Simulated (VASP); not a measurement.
# Mg18HO in VASP: single point with PBE

Aim: the single point of Mg18HO with PBE.

Everything below comes from runs of VASP 6.6.1. Logs are shortened: lines on timing, memory, paths and dates and some standing lists are left out, and cuts for length are marked.

## (1) The cell of the first run

The cell holds a slab with vacuum, 20 atoms: a = 6.420 Å, b = 9.630 Å, c = 17.213 Å, α = 90.00°, β = 90.00°, γ = 60.00°.

## (2) Single point, PBE

File INCAR:

```
SYSTEM = Mg18HO
ALGO = Normal ; EDIFF = 1E-6
ENCUT = 520 ; GGA = PE
ISIF = 2 ; ISMEAR = 0
LASPH = .TRUE. ; LCHARG = .FALSE.
LREAL = Auto ; LWAVE = .FALSE.
NBANDS = 38 ; NELM = 80
PREC = Accurate ; SIGMA = 0.05
```

File KPOINTS:

```
k-points
0
G
  3 2 1
  0 0 0
```

File POSCAR:

```
Mg18HO
1.0
    6.4200000000      0.0000000000      0.0000000000
    4.8150000000      8.3398250000      0.0000000000
    0.0000000000      0.0000000000     17.2130400000
Mg O H
18 1 1
Direct
    0.0000000000      0.0000000000      0.0580955000
    0.5000000000      0.0000000000      0.0580955000
    0.0000000000      0.3333333000      0.0580955000
    0.5000000000      0.3333333000      0.0580955000
    0.0000000000      0.6666667000      0.0580955000
    0.5000000000      0.6666667000      0.0580955000
   -0.1706410297      0.2249057192      0.2133647351
    0.3298407557      0.2203515716      0.2134833027
   -0.1688600296      0.5547187674      0.2113206801
    0.3285054906      0.5590305892      0.2113923949
   -0.1710458509      0.8904052192      0.2139517424
    0.3320900690      0.8892190376      0.2158368258
   -0.0073719579      0.0008351656      0.3707128277
    0.4965490831      0.0015045461      0.3706420910
   -0.0040771070      0.3344185114      0.3708187550
    0.4883633561      0.3407915342      0.3610595845
   -0.0063923216      0.6696394952      0.3662887645
    0.5006675271      0.6598182755      0.3637708436
    0.1615431259      0.1109349686      0.4274104951
    0.1605383068      0.1125856349      0.4840494706
```

Potentials or basis: VASP PAW PBE potentials, release 64 (Mg, O, H).

On the command line:

```sh
> cat potpaw_PBE.64/Mg/POTCAR potpaw_PBE.64/O/POTCAR potpaw_PBE.64/H/POTCAR > POTCAR
> mpirun -np 1 vasp_std > vasp.out
```

OUTCAR:

```text
SYSTEM = Mg18HO
   EDIFF = 1E-6
   ENCUT = 520
   GGA = PE
   ISIF = 2
   ISMEAR = 0
   LASPH = .TRUE.
   LREAL = Auto
   NELM = 80
   PREC = Accurate

 ion  position               nearest neighbor table
   1  0.000  0.000  0.058-   3 3.21   5 3.21   6 3.21   4 3.21   2 3.21   2 3.21   7 3.27  11 3.27
                            12 3.28
   2  0.500  0.000  0.058-   4 3.21   6 3.21   5 3.21   3 3.21   1 3.21   1 3.21   8 3.25  11 3.25
                            12 3.29
   3  0.000  0.333  0.058-   1 3.21   2 3.21   4 3.21   4 3.21   6 3.21   5 3.21   9 3.22   8 3.24
                             7 3.25
   4  0.500  0.333  0.058-   2 3.21   1 3.21   3 3.21   3 3.21   5 3.21   6 3.21   7 3.24  10 3.24
                             8 3.27
   5  0.000  0.667  0.058-  10 3.21   1 3.21   2 3.21   6 3.21   6 3.21   4 3.21   3 3.21   9 3.23
                            11 3.27
   6  0.500  0.667  0.058-   2 3.21   1 3.21   5 3.21   5 3.21   3 3.21   4 3.21   9 3.22  10 3.22
                            12 3.29
   7  0.829  0.225  0.213-  16 3.17   9 3.18   8 3.19  10 3.22  11 3.22   8 3.23  12 3.23   4 3.24
                             3 3.25   1 3.27  15 3.28  13 3.29
   8  0.330  0.220  0.213-  16 3.16  12 3.18  11 3.19   7 3.19   9 3.21   7 3.23   3 3.24   2 3.25
                            10 3.26  14 3.26   4 3.27  15 3.28
   9  0.831  0.555  0.211-   7 3.18  18 3.20  10 3.21   8 3.21  12 3.21  10 3.21   6 3.22   3 3.22
[... 4 lines left out ...]
                            13 3.26   1 3.27   5 3.27  14 3.27
  12  0.332  0.889  0.216-   8 3.18  18 3.19  10 3.19  11 3.20   9 3.21  11 3.22   7 3.23  14 3.24
                            13 3.27   1 3.28   6 3.29   2 3.29
  13  0.993  0.001  0.371-  19 2.10  14 3.18  17 3.19  15 3.22  14 3.24  16 3.26  11 3.26  12 3.27
                            18 3.28   7 3.29
  14  0.497  0.002  0.371-  19 2.10  13 3.18  17 3.19  15 3.21  13 3.24  12 3.24  16 3.25   8 3.26
                            11 3.27  18 3.28
  15  0.996  0.334  0.371-  19 2.10  18 3.16  16 3.20  14 3.21  17 3.22  13 3.22  16 3.23   7 3.28
                             8 3.28   9 3.30
  16  0.488  0.341  0.361-  18 3.11  10 3.15   8 3.16   7 3.17  17 3.17  15 3.20  15 3.23  14 3.25
                            13 3.26
  17  0.994  0.670  0.366-  16 3.17  13 3.19  14 3.19  11 3.20  18 3.21  18 3.21  15 3.22  10 3.25
                             9 3.25
  18  0.501  0.660  0.364-  16 3.11  15 3.16  10 3.18  12 3.19   9 3.20  17 3.21  17 3.21  13 3.28
                            14 3.28
  19  0.162  0.111  0.427-  20 0.98  13 2.10  15 2.10  14 2.10
  20  0.161  0.113  0.484-  19 0.98

  LATTYP: Found a simple monoclinic cell.
 ALAT       =     6.4200000000
 B/A-ratio  =     2.6811588785
 C/A-ratio  =     1.3228757108
 COS(beta)  =    -0.1889822286

  Lattice vectors:

 A1 = (   6.4200000000,   0.0000000000,   0.0000000000)
 A2 = (   0.0000000000,   0.0000000000, -17.2130400000)
 A3 = (  -1.6050000000,   8.3398250000,   0.0000000000)

Analysis of symmetry for initial positions (statically):
=====================================================================
 Subroutine PRICEL returns:
 Original cell was already a primitive cell.

 Routine SETGRP: Setting up the symmetry group for a
 simple monoclinic supercell.

 Subroutine GETGRP returns: Found  1 space group operations
 (whereof  1 operations were pure point group operations)
 out of a pool of  4 trial point group operations.

The static configuration has the point symmetry C_1 .

Analysis of symmetry for dynamics (positions and initial velocities):
=====================================================================
 Subroutine PRICEL returns:
 Original cell was already a primitive cell.

 Routine SETGRP: Setting up the symmetry group for a
 simple monoclinic supercell.

 Subroutine GETGRP returns: Found  1 space group operations
 (whereof  1 operations were pure point group operations)
 out of a pool of  4 trial point group operations.

The dynamic configuration has the point symmetry C_1 .

 Subroutine INISYM returns: Found  1 space group operations
 (whereof  1 operations are pure point group operations),
 and found     1 'primitive' translations

----------------------------------------------------------------------------------------

                                     Primitive cell

  volume of cell :     921.6150

[... 82 lines left out ...]
|                                                                             |
|     Your reciprocal lattice and k-lattice belong to different lattice       |
|     classes:                                                                |
|                                                                             |
|        The reciprocal lattice is simple monoclinic,                         |
|        whereas your k-lattice is hexagonal.                                 |
|                                                                             |
|     Results are often still useful ...                                      |
|                                                                             |
 -----------------------------------------------------------------------------

 Subroutine IBZKPT returns following result:
 ===========================================

 Found      4 irreducible k-points:

 Following reciprocal coordinates:
            Coordinates               Weight
  0.000000  0.000000  0.000000      1.000000
  0.333333  0.000000  0.000000      2.000000
  0.000000  0.500000  0.000000      1.000000
  0.333333  0.500000  0.000000      2.000000
   k-points           NKPTS =      4   k-points in BZ     NKDIM =      4   number of bands    NBANDS=     38
   number of dos      NEDOS =    301   number of ions     NIONS =     20
   total plane-waves  NPLWV = 442368
   dimension x,y,z NGX =    48 NGY =   72 NGZ =  128
   dimension x,y,z NGXF=    96 NGYF=  144 NGZF=  256
   ions per type =              18   1   1
   NGX,Y,Z   is equivalent  to a cutoff of  12.43, 12.43, 12.36 a.u.
   NGXF,Y,Z  is equivalent  to a cutoff of  24.86, 24.86, 24.72 a.u.
 SYSTEM =  Mg18HO
   PREC   = accura    normal or accurate (medium, high low for compatibility)
   ISTART =      0    job   : 0-new  1-cont  2-samecut
   ICHARG =      2    charge: 1-file 2-atom 10-const
   ISPIN  =      1    spin polarized calculation?
   LNONCOLLINEAR =      F non collinear calculations
   LSORBIT =      F    spin-orbit coupling
   LASPH  =      T    aspherical Exc in radial PAW
   ENCUT  =  520.0 eV  38.22 Ry    6.18 a.u.  11.94 17.91 32.00*2*pi/ulx,y,z
   NELM   =     80;   NELMIN=  2; NELMDL= -5     # of ELM steps
   EDIFF  = 0.1E-05   stopping-criterion for ELM
   LREAL  =      T    real-space projection
   EDIFFG = 0.1E-04   stopping-criterion for IOM
   NSW    =      0    number of steps for IOM
   IBRION =     -1    ionic relax: 0-MD 1-quasi-New 2-CG
   NFREE  =      0    steps in history (QN), initial steepest desc. (CG)
   ISIF   =      2    stress and relaxation
   ISYM   =      2    0-nonsym 1-usesym 2-fastsym
   POTIM  = 0.5000    time-step for ionic-motion
   TEBEG  =    0.0;   TEEND  =   0.0 temperature during run
   PSTRESS=    0.0 pullay stress
   NELECT =      43.0000    total number of electrons
   NUPDOWN=      -1.0000    fix difference up-down
   EMIN   =  10.00;   EMAX   =-10.00  energy-range for DOS
   EFERMI =   0.00;   METHOD = LEGACY
   ISMEAR =     0;   SIGMA  =   0.05  broadening in eV -4-tet -1-fermi 0-gaus
   EFERMI_NEDOS =   21; number of points for ismear=-14 and -15
   IALGO  =     38    algorithm
   IMIX   =      4    mixing-type and parameters
     AMIX     =   0.40;   BMIX     =  1.00
     AMIX_MAG =   1.60;   BMIX_MAG =  1.00
  volume/ion in A,a.u.               =      46.08       310.97
  Fermi-wavevector in a.u.,A,eV,Ry     =   0.589361  1.113730  4.725929  0.347346
  Thomas-Fermi vector in A             =   1.636984
   LORBIT       =      0    0 simple, 1 ext, 2 COOP (PROOUT), +10 PAW based schemes
   GGA     = PE    functional components
   LHFCALC =     F    Hartree Fock is set to
   AEXX    =    0.0000 exact exchange contribution
   IVDW    =     0    specifies the selected vdW correction
   LEPSILON=     F    determine dielectric tensor
   LRPA    =     F    only Hartree local field effects (RPA)
 non-spin polarized calculation
 Gauss-broadening in eV      SIGMA  =   0.05
  energy-cutoff  :      520.00
  volume of cell :      921.62
 maximum number of plane-waves:     24823
 NGX is ok and might be reduce to    48
   NGX = 23   NGY = 35   NGZ = 65

 number of electron      43.0000002 magnetization

 Free energy of the ion-electron system (eV)
  ---------------------------------------------------
  ext. energy  EPLUGINS =         0.00000000
  ---------------------------------------------------
  free energy    TOTEN  =       -35.49857414 eV

  energy without entropy =      -35.48282220  energy(sigma->0) =      -35.49069817

 E-fermi :  -0.5340     XC(G=0):  -4.9429

 val. band max:       -0.5487433116   @ k =   0.0000   0.5000   0.0000
 cond. band min:      -0.4442603842   @ k =   0.0000   0.0000   0.0000
 fundamental gap:      0.1044829273
 Fermi energy:        -0.5339942972

 k-point     1 :       0.0000    0.0000    0.0000
  band No.  band energies     occupation
      1     -21.9161      2.00000
      2      -9.5963      2.00000
      3      -6.9069      2.00000
      4      -6.3161      2.00000
      5      -6.2580      2.00000
      6      -5.5892      2.00000
[... 133 lines left out ...]
     32       1.4801      0.00000
     33       2.0434      0.00000
 [bands above 33 left out]

------------------------ aborting loop because EDIFF is reached ----------------------------------------

  FORCE on cell =-STRESS in cart. coord.  units (eV):
  Direction    XX          YY          ZZ          XY          YZ          ZX
  --------------------------------------------------------------------------------------
  -------------------------------------------------------------------------------------
  Total       -6.8854205     -7.0134747     -0.1299170     -0.4368825     -0.0661511      0.1093509
  in kB      -11.9699271    -12.1925423     -0.2258536     -0.7594964     -0.1150000      0.1901005
  external PRESSURE =      -8.1294410 kB  Pullay stress =       0.0000000 kB

 VOLUME and BASIS-vectors are now :
 -----------------------------------------------------------------------------
  energy-cutoff  :      520.00
  volume of cell :      921.62
      direct lattice vectors                 reciprocal lattice vectors
     6.420000000  0.000000000  0.000000000     0.155763240 -0.089929945  0.000000000
     4.815000000  8.339825000  0.000000000     0.000000000  0.119906593  0.000000000
     0.000000000  0.000000000 17.213040000     0.000000000  0.000000000  0.058095490

 POSITION                                       TOTAL-FORCE (eV/Angst)
 -----------------------------------------------------------------------------------
      0.00000      0.00000      1.00000        -0.002589      0.027282     -0.003758
      3.21000      0.00000      1.00000         0.000639      0.042743      0.007930
      1.60500      2.77994      1.00000         0.012571     -0.060797      0.018724
      4.81500      2.77994      1.00000        -0.025155     -0.101278     -0.004433
      3.21000      5.55988      1.00000        -0.046114      0.048141      0.004645
      6.42000      5.55988      1.00000         0.035225      0.056564      0.011129
[... 12 lines left out ...]
      1.57126      0.92518      7.35703         0.011676      0.007592     -0.120520
      1.57276      0.93894      8.33196        -0.004369     -0.009408      0.115558
 -----------------------------------------------------------------------------------
    total drift:                                0.006033     -0.001355      0.009550

  FREE ENERGIE OF THE ION-ELECTRON SYSTEM (eV)
  ---------------------------------------------------
  free  energy   TOTEN  =       -35.4985741374 eV

  energy  without entropy=      -35.4828221977  energy(sigma->0) =      -35.49069817
```

It took 2.7 min on 1 thread of AMD EPYC 9R45 (Zen 5), shared host; peak memory 0.82 GiB.

What came out:

```yaml
Free_energy: -35.4986 eV
Largest_force: 0.121 eV/Å
```

Forces on the atoms (eV/Å):
```
Mg  -0.003  0.027 -0.004
Mg   0.001  0.043  0.008
Mg   0.013 -0.061  0.019
Mg  -0.025 -0.101 -0.004
Mg  -0.046  0.048  0.005
Mg   0.035  0.057  0.011
Mg   0.003  0.010  0.006
Mg   0.002 -0.007 -0.001
Mg  -0.003 -0.002 -0.006
Mg   0.006  0.003 -0.005
Mg  -0.015  0.001  0.011
Mg   0.010 -0.007  0.016
Mg   0.008  0.001 -0.011
Mg  -0.002  0.015 -0.001
Mg   0.002 -0.016 -0.016
Mg   0.001 -0.005 -0.013
Mg  -0.005 -0.002 -0.007
Mg   0.012 -0.001 -0.003
O    0.012  0.008 -0.121
H   -0.004 -0.009  0.116
```

Caveat: the k points lie up to 0.38 Å⁻¹ apart; an odd number of electrons without spin polarisation forces a metal; a magnetic or distorted state may lie lower.
